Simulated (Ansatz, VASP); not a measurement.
## One calculation of PtSe2, two programs

```
CELL_PARAMETERS angstrom
3.74924 0.00000 0.00000
-1.87462 3.24693 0.00000
0.00000 0.00000 6.52903
ATOMIC_POSITIONS crystal
Pt 0.00000 0.00000 0.00000
Se 0.33333 0.66667 0.20064
Se 0.66667 0.33333 0.79936
```

Alike in both runs: task single point; functional PBE; k mesh 8 × 8 × 4; occupations gaussian, width 0.05 eV; non-collinear spin, spin-orbit coupling.

|  | VASP | Ansatz |
| --- | --- | --- |
| version | VASP 6.6.1 | Ansatz 0.2.0 |
| potentials or method | VASP PAW PBE potentials, release 64 (Pt, Se), cutoff 520 eV | plane waves, PAW |
| valence electrons in the cell | 22 | 50 |

```csv
,VASP,Ansatz,Ansatz less VASP
pressure (GPa),0.1,0.0,-0.05
rms of the force components (eV/Å),0.005,0.001,-0.0042
```

Atom by atom the forces differ by 0.005 eV/Å (rms over components). VASP's potentials hold 22 valence electrons a cell and Ansatz's 50, so a difference there can come from the potentials and not from the codes.
